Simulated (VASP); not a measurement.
**CdTe: single point with PBE**

The system is CdTe.

```
Cd Te
1.0
     0.00000    3.30909    3.24291
     3.30909    0.00000    3.24291
     3.30909    3.30909    0.00000
Cd Te
1 1
Cartesian
  0.0000 0.0000 0.0000
  1.6545 1.6545 1.6215
```

```
Program             : VASP 6.6.1
Task                : single point
Functional          : PBE
Potentials or basis : VASP PAW PBE potentials, release 64 (Cd, Te)
Cutoff              : 520 eV
k mesh              : 10 × 10 × 10
Occupations         : gaussian, width 0.05 eV
Spin                : no spin polarisation
```

```
Pressure               : 0.9 GPa
Band gap on the k mesh : 0.60 eV
```

Stress tensor (GPa, compression positive):
```
0.75 0.00 0.00
0.00 0.75 0.00
0.00 0.00 1.06
```

Levels at points of the mesh, in eV from the valence-band top:
```
           k point  band 5  band 6  band 7  band 8  band 9  band 10  band 11  band 12  band 13  band 14
(0.00, 0.00, 0.00)   -7.96   -7.96   -0.06   -0.06    0.00     0.60     4.59     4.59     4.59     7.37
(0.50, 0.00, 0.00)   -7.95   -7.64   -4.23   -0.80   -0.71     1.73     5.11     5.22     7.00     8.46
(0.50, 0.50, 0.00)   -7.93   -7.49   -4.08   -1.82   -1.82     2.53     2.61     8.67     8.87     8.87
(0.50, 0.00, 0.50)   -7.93   -7.52   -4.17   -1.75   -1.72     2.68     2.68     8.52     8.80     8.93
```

Run time: 74 s on 1 thread of AMD EPYC 9R45 96-Core Processor (Zen 5) (shared host), peak memory 0.26 GiB.

Caveat: semilocal functionals underestimate gaps, and a narrow one can read as zero; spin-orbit coupling is left out, which moves the levels of the heavy elements.
